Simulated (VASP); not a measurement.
Wanted: the native input for a VASP 6.6.1 run.

```
Task                   : single point
Functional             : PBEsol
Potentials or basis    : VASP PAW PBE potentials, release 64 (Ca_sv, Sn_d, Cl)
Cutoff                 : 520 eV
k mesh                 : 4 × 4 × 4
Occupations            : fermi-dirac, width 0.03 eV
Spin                   : no spin polarisation
Dipole correction      : no
Further INCAR settings : ALGO = Normal; EDIFF = 1e-06; NBANDS = 43
```

The structure of CaSnCl6 lies in POSCAR:

```
CaSnCl6
1.0
    6.1409596912      3.5454847320      2.2772260371
   -6.1409596912      3.5454847320      2.2772260371
    0.0000000000     -7.0909694604      2.2772260430
Ca Sn Cl
1 1 6
Direct
    0.5000000000      0.5000000000      0.5000000000
    0.0000000000      0.0000000000      0.0000000000
    1.0331869027      0.3092431779      0.3092431779
    0.3092431779      1.0331869027      0.3092431779
    0.3092431779      0.3092431779      1.0331869027
   -0.0331869027      0.6907568221      0.6907568221
    0.6907568221     -0.0331869027      0.6907568221
    0.6907568221      0.6907568221     -0.0331869027
```

The input as run:

INCAR

```
SYSTEM = CaSnCl6
PREC = Accurate
ENCUT = 520
EDIFF = 1E-6
ISMEAR = -1
SIGMA = 0.03
LREAL = .False.
LASPH = .True.
NELM = 100
ALGO = Normal
ISIF = 2
LWAVE = .False.
LCHARG = .False.
GGA = PS
NBANDS = 43
```

KPOINTS

```
regular mesh
0
Gamma
  4 4 4
  0 0 0
```

Potentials or basis: VASP PAW PBE potentials, release 64 (Ca_sv, Sn_d, Cl).

Command:

```sh
$ cat potpaw_PBE.64/Ca_sv/POTCAR potpaw_PBE.64/Sn_d/POTCAR potpaw_PBE.64/Cl/POTCAR > POTCAR
$ mpirun -np 1 vasp_std > vasp.out
```

It gave:

```
Pressure               : 0.0 GPa
Largest force          : 0.015 eV/Å
Band gap on the k mesh : 2.67 eV
```

Caveat: the PAW data sets were made with another functional, which shifts forces and pressure a little; spin-orbit coupling is left out, which moves the levels of the heavy elements.

Wall time 2.7 min on 1 thread of Intel(R) Xeon(R) 6975P-C (Granite Rapids), on a shared host, peak memory 0.5 GiB.
